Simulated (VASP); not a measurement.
# BaTa3O2 (R-3m) in VASP: a series of runs, part 2 of 2

VASP 6.6.1.

## (3) Single point, PBE

This run uses another cell than the first one, of 26.74 Å³/atom.

INCAR

```
SYSTEM = BaTa3O2
  ALGO = Normal
  EDIFF = 1E-7
  ENCUT = 520
  GGA = PE
  ISIF = 2
  ISMEAR = 0
  LASPH = .TRUE.
  LCHARG = .FALSE.
  LREAL = .FALSE.
  LWAVE = .FALSE.
  NBANDS = 36
  NELM = 60
  PREC = Accurate
  SIGMA = 0.1
```

KPOINTS

```
k-points
0
G
  12 12 12
  0 0 0
```

POSCAR

```
BaTa3O2
1.0
    2.6872679499      1.5514948743      6.4134369477
   -2.6872679499      1.5514948743      6.4134369477
    0.0000000000     -3.1029897486      6.4134369477
Ba Ta O
1 3 2
Direct
    0.0000000000      0.0000000000      0.0000000000
    0.0000000000      0.5000000000      0.0000000000
    0.5000000000      0.0000000000      0.0000000000
    0.0000000000      0.0000000000      0.5000000000
    0.7573787981      0.7573787981      0.7573787981
    0.2426212019      0.2426212019      0.2426212019
```

Potentials or basis: VASP PAW PBE potentials, release 64 (Ba_sv, Ta_pv, O).

Launch:

```bash
$ cat potpaw_PBE.64/Ba_sv/POTCAR potpaw_PBE.64/Ta_pv/POTCAR potpaw_PBE.64/O/POTCAR > POTCAR
$ mpirun -np 1 vasp_std > vasp.out
```

OUTCAR:

```text
SYSTEM = BaTa3O2
   EDIFF = 1E-7
   ENCUT = 520
   GGA = PE
   ISIF = 2
   ISMEAR = 0
   LASPH = .TRUE.
   LREAL = .FALSE.
   NELM = 60
   PREC = Accurate

 ion  position               nearest neighbor table
   1  0.000  0.000  0.000-   2 3.56   3 3.56   2 3.56   3 3.56   4 3.56   4 3.56
   2  0.000  0.500  0.000-   5 2.13   6 2.13   3 2.69   3 2.69   4 2.69   4 2.69   1 3.56   1 3.56

   3  0.500  0.000  0.000-   5 2.13   6 2.13   2 2.69   2 2.69   4 2.69   4 2.69   1 3.56   1 3.56

   4  0.000  0.000  0.500-   5 2.13   6 2.13   2 2.69   3 2.69   2 2.69   3 2.69   1 3.56   1 3.56

   5  0.757  0.757  0.757-   2 2.13   3 2.13   4 2.13
   6  0.243  0.243  0.243-   2 2.13   3 2.13   4 2.13

  LATTYP: Found a trigonal (rhomboedric) cell.
 ALAT       =     7.1246557013
 COS(alpha) =     0.7154725466

  Lattice vectors:

 A1 = (   2.6872679499,   1.5514948743,   6.4134369477)
 A2 = (  -2.6872679499,   1.5514948743,   6.4134369477)
 A3 = (   0.0000000000,  -3.1029897486,   6.4134369477)

Analysis of symmetry for initial positions (statically):
=====================================================================
 Subroutine PRICEL returns:
 Original cell was already a primitive cell.

 Routine SETGRP: Setting up the symmetry group for a
 trigonal (rhombohedral) supercell.

 Subroutine GETGRP returns: Found 12 space group operations
 (whereof 12 operations were pure point group operations)
 out of a pool of 12 trial point group operations.

The static configuration has the point symmetry D_3d.

Analysis of symmetry for dynamics (positions and initial velocities):
=====================================================================
 Subroutine PRICEL returns:
 Original cell was already a primitive cell.

 Routine SETGRP: Setting up the symmetry group for a
 trigonal (rhombohedral) supercell.

 Subroutine GETGRP returns: Found 12 space group operations
[... 133 lines left out ...]
  Fermi-wavevector in a.u.,A,eV,Ry     =   1.145762  2.165177 17.861343  1.312772
  Thomas-Fermi vector in A             =   2.282450
   LORBIT       =      0    0 simple, 1 ext, 2 COOP (PROOUT), +10 PAW based schemes
   GGA     = PE    functional components
   LHFCALC =     F    Hartree Fock is set to
   AEXX    =    0.0000 exact exchange contribution
   IVDW    =     0    specifies the selected vdW correction
   LEPSILON=     F    determine dielectric tensor
   LRPA    =     F    only Hartree local field effects (RPA)
 non-spin polarized calculation
 Gauss-broadening in eV      SIGMA  =   0.10
  energy-cutoff  :      520.00
  volume of cell :      160.44
 maximum number of plane-waves:      4348
 NGX is ok and might be reduce to    54
   NGX = 27   NGY = 27   NGZ = 27

 number of electron      54.9999998 magnetization

 Free energy of the ion-electron system (eV)
  ---------------------------------------------------
  ext. energy  EPLUGINS =         0.00000000
  ---------------------------------------------------
  free energy    TOTEN  =       -49.42698155 eV

  energy without entropy =      -49.39474728  energy(sigma->0) =      -49.41086441

 E-fermi :   2.4508     XC(G=0):  -8.8170

 val. band max:        2.4494207325   @ k =  -0.2500   0.0833   0.0833
 cond. band min:       2.4520288303   @ k =   0.5000   0.4167   0.2500
 fundamental gap:      0.0026080977
 Fermi energy:         2.4507614038

 k-point     1 :       0.0000    0.0000    0.0000
  band No.  band energies     occupation
      1     -33.2801      2.00000
      2     -32.4071      2.00000
      3     -32.4071      2.00000
      4     -32.2649      2.00000
      5     -32.0160      2.00000
      6     -32.0160      2.00000
[... 925 lines left out ...]
     35       4.8225      0.00000
     36       5.4266      0.00000

 [... further k-points ...]

------------------------ aborting loop because EDIFF is reached ----------------------------------------

  FORCE on cell =-STRESS in cart. coord.  units (eV):
  Direction    XX          YY          ZZ          XY          YZ          ZX
  --------------------------------------------------------------------------------------
  -------------------------------------------------------------------------------------
  Total        0.2081039      0.2081039      0.5136967     -0.0000000      0.0000000      0.0000000
  in kB        2.0782003      2.0782003      5.1299596     -0.0000000      0.0000000      0.0000000
  external PRESSURE =       3.0954534 kB  Pullay stress =       0.0000000 kB

 VOLUME and BASIS-vectors are now :
 -----------------------------------------------------------------------------
  energy-cutoff  :      520.00
  volume of cell :      160.44
      direct lattice vectors                 reciprocal lattice vectors
     2.687267950  1.551494874  6.413436948     0.186062577  0.107423279  0.051974212
    -2.687267950  1.551494874  6.413436948    -0.186062577  0.107423279  0.051974212
     0.000000000 -3.102989749  6.413436948     0.000000000 -0.214846558  0.051974212

 POSITION                                       TOTAL-FORCE (eV/Angst)
 -----------------------------------------------------------------------------------
      0.00000      0.00000      0.00000         0.000000      0.000000      0.000000
     -1.34363      0.77575      3.20672         0.000000     -0.000000      0.000000
      1.34363      0.77575      3.20672         0.000000      0.000000     -0.000000
      0.00000     -1.55149      3.20672        -0.000000      0.000000     -0.000000
      0.00000      0.00000     14.57220         0.000000      0.000000     -0.078541
      0.00000      0.00000      4.66811         0.000000      0.000000      0.078541
 -----------------------------------------------------------------------------------
    total drift:                                0.000000     -0.000000      0.000000

  FREE ENERGIE OF THE ION-ELECTRON SYSTEM (eV)
  ---------------------------------------------------
  free  energy   TOTEN  =       -49.4269815465 eV

  energy  without entropy=      -49.3947472782  energy(sigma->0) =      -49.41086441
```

OSZICAR:

```text
N       E                     dE             d eps       ncg     rms          rms(c)
DAV:   1     0.491569399190E+03    0.49157E+03   -0.28881E+04 13936   0.141E+03
DAV:   2    -0.209567961933E+02   -0.51253E+03   -0.50115E+03 16580   0.378E+02
DAV:   3    -0.531828793914E+02   -0.32226E+02   -0.31712E+02 17552   0.888E+01
DAV:   4    -0.542232526164E+02   -0.10404E+01   -0.10351E+01 20132   0.143E+01
DAV:   5    -0.542435395004E+02   -0.20287E-01   -0.20264E-01 17852   0.167E+00    0.272E+01
DAV:   6    -0.501970814909E+02    0.40465E+01   -0.29010E+01 16500   0.227E+01    0.143E+01
DAV:   7    -0.495566016626E+02    0.64048E+00   -0.44892E+00 17064   0.941E+00    0.804E+00
DAV:   8    -0.494136651794E+02    0.14294E+00   -0.60719E-01 16868   0.453E+00    0.737E-01
DAV:   9    -0.494198463664E+02   -0.61812E-02   -0.68776E-02 18360   0.110E+00    0.479E-01
DAV:  10    -0.494251524472E+02   -0.53061E-02   -0.15969E-02 15860   0.611E-01    0.148E-01
DAV:  11    -0.494263284207E+02   -0.11760E-02   -0.20813E-03 16200   0.209E-01    0.696E-02
DAV:  12    -0.494268640253E+02   -0.53560E-03   -0.77474E-04 15556   0.113E-01    0.260E-02
DAV:  13    -0.494269754649E+02   -0.11144E-03   -0.17505E-04 16320   0.520E-02    0.874E-03
DAV:  14    -0.494269801814E+02   -0.47165E-05   -0.10754E-05 18072   0.125E-02    0.336E-03
DAV:  15    -0.494269815501E+02   -0.13687E-05   -0.25016E-06 14220   0.640E-03    0.120E-03
DAV:  16    -0.494269815465E+02    0.35634E-08   -0.19078E-07 14360   0.187E-03
   1 F= -.49426982E+02 E0= -.49410864E+02  d E =-.322343E-01
```

Run time: 22 min. Hardware: 1 thread of Intel Xeon 6975P-C (Granite Rapids), shared host; peak memory 1.1 GiB.

Results:

```
Free energy            : -49.4270 eV
Pressure               : 0.3 GPa
Largest force          : 0.079 eV/Å
Band gap on the k mesh : zero (an odd number of electrons rules out a gap without spin polarisation)
```

Forces on the atoms (eV/Å):
```
Ba   0.000  0.000  0.000
Ta   0.000  0.000  0.000
Ta   0.000  0.000  0.000
Ta   0.000  0.000  0.000
O    0.000  0.000 -0.079
O    0.000  0.000  0.079
```

Levels at points of the mesh, in eV from the Fermi level:
| k point | band 24 | band 25 | band 26 | band 27 | band 28 | band 29 | band 30 | band 31 | band 32 | band 33 |
| --- | --- | --- | --- | --- | --- | --- | --- | --- | --- | --- |
| (0.00, 0.00, 0.00) | -2.24 | -2.24 | -0.82 | -0.78 | -0.78 | 1.21 | 1.84 | 1.94 | 1.94 | 3.09 |
| (0.50, 0.00, 0.00) | -1.46 | -0.79 | -0.37 | -0.16 | -0.15 | 0.47 | 0.56 | 1.33 | 1.33 | 1.49 |
| (0.50, 0.50, 0.00) | -1.16 | -0.83 | -0.41 | -0.18 | 0.16 | 0.17 | 0.88 | 1.17 | 1.37 | 1.45 |
| (0.50, 0.50, 0.50) | -2.20 | -2.20 | -0.24 | -0.24 | -0.20 | -0.06 | 1.49 | 1.90 | 1.90 | 2.70 |

Caveat: spin-orbit coupling is left out, which moves the levels of the heavy elements.
